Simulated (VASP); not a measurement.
Write the native input for VASP 6.6.1 that does the following.

```yaml
Task: single point
Functional: PBE
Potentials_or_basis: VASP PAW PBE potentials, release 64 (Sn_d, O)
Cutoff: 520 eV
k_mesh: 4 × 4 × 4
Occupations: gaussian, width 0.1 eV
Spin: no spin polarisation
Dipole_correction: no
Further_INCAR_settings: ALGO = Normal; EDIFF = 1e-06; NBANDS = 32
```

The structure of Sn3O lies in POSCAR:

```
Sn3O
1.0
   -3.4489949000      3.4489949000      3.4489949000
    3.4489949000     -3.4489949000      3.4489949000
    3.4489949000      3.4489949000     -3.4489949000
Sn O
3 1
Direct
    0.0000000000      0.5000000000      0.5000000000
    0.5000000000      0.0000000000      0.5000000000
    0.5000000000      0.5000000000      0.0000000000
    0.0000000000      0.0000000000      0.0000000000
```

The cell was built from a structure type or drawn by symmetry, and may not be a known phase.

The input as run:

INCAR

```
PREC = Accurate
ENCUT = 520
EDIFF = 1E-6
ISMEAR = 0
SIGMA = 0.1
LREAL = False
LASPH = True
NELM = 100
ALGO = Normal
ISIF = 2
LWAVE = False
LCHARG = False
GGA = PE
NBANDS = 32
```

KPOINTS

```
Automatic mesh
0
Gamma
  4 4 4
```

Potentials or basis: VASP PAW PBE potentials, release 64 (Sn_d, O).

Launch:

```bash
$ cat potpaw_PBE.64/Sn_d/POTCAR potpaw_PBE.64/O/POTCAR > POTCAR
$ mpirun -np 1 vasp_std > vasp.out
```

Results of the run:

The pressure is -8.3 GPa and the band gap on the k mesh is zero (bands 24 and 25 overlap by 2.08 eV).

Caveat: the cell stands under tension; spin-orbit coupling is left out, which moves the levels of the heavy elements.

Run time: 2.5 min on 1 thread of Intel Xeon 8259CL (shared host), peak memory 0.32 GiB.
